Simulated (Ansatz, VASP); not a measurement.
# Mg7O in VASP and in Ansatz

File INCAR:

```
SYSTEM = Mg7O
PREC = Accurate ; ENCUT = 520
EDIFF = 1E-6 ; ISMEAR = 0
SIGMA = 0.1 ; LREAL = .False.
LASPH = .True. ; NELM = 60
ALGO = Normal ; ISIF = 2
LWAVE = .False. ; LCHARG = .False.
GGA = PE ; NBANDS = 20
```

The input KPOINTS:

```
regular mesh
0
Gamma
  4 4 4
  0 0 0
```

Contents of POSCAR:

```
Mg7O
1.0
   -3.3624019200      3.3624019200      3.3624019200
    3.3624019200     -3.3624019200      3.3624019200
    3.3624019200      3.3624019200     -3.3624019200
Mg O
7 1
Direct
    0.0000000000      0.5000000000      0.5000000000
    0.5000000000      0.0000000000      0.5000000000
    0.5000000000      0.5000000000      0.0000000000
    0.4380295100      0.4380295100      0.4380295100
    0.0000000000      0.0000000000      0.5619704900
    0.0000000000      0.5619704900      0.0000000000
    0.5619704900      0.0000000000      0.0000000000
    0.0000000000      0.0000000000      0.0000000000
```

Input for Ansatz:

```yaml
crystal:
  lattice:
    - [-3.36240192, 3.36240192, 3.36240192]
    - [3.36240192, -3.36240192, 3.36240192]
    - [3.36240192, 3.36240192, -3.36240192]
  atoms:
    - { symbol: Mg, position: [0.0, 0.5, 0.5] }
    - { symbol: Mg, position: [0.5, 0.0, 0.5] }
    - { symbol: Mg, position: [0.5, 0.5, 0.0] }
    - { symbol: Mg, position: [0.43802951, 0.43802951, 0.43802951] }
    - { symbol: Mg, position: [0.0, 0.0, 0.56197049] }
    - { symbol: Mg, position: [0.0, 0.56197049, 0.0] }
    - { symbol: Mg, position: [0.56197049, 0.0, 0.0] }
    - { symbol: O, position: [0.0, 0.0, 0.0] }
basis:
  ecutwfc: 420
kpoints:
  mp_grid: { grid: [4, 4, 4] }
hamiltonian:
  xc: pbe
scf:
  occupations: { method: gaussian, width: 0.1 }
  lower_state_search: "off"
output:
  forces: true
  stress: true
  eigenvalues: true
```

Alike in both runs: task single point; functional PBE; k mesh 4 × 4 × 4; occupations gaussian, width 0.1 eV; no spin polarisation.

```csv
,VASP,Ansatz
version,VASP 6.6.1,Ansatz 0.2.0
potentials or method,"VASP PAW PBE potentials, release 64 (Mg, O), cutoff 520 eV","scalar-relativistic, plane waves, PAW"
valence electrons in the cell,20,76
```

```tsv
	VASP	Ansatz	Ansatz less VASP
gap on the k mesh at the Fermi level (eV)	none	none	-
pressure (GPa)	3.0	3.1	+0.11
rms of the force components (eV/Å)	0.264	0.264	+0.0004
```

Atom by atom the forces differ by 0.000 eV/Å (rms over components). A gap of «none» marks a metal or a gap that the smearing closes. The functional is the same, so the differences come from potentials, cutoffs and numerics. VASP's potentials hold 20 valence electrons a cell and Ansatz's 76, so a difference there can come from the potentials and not from the codes.
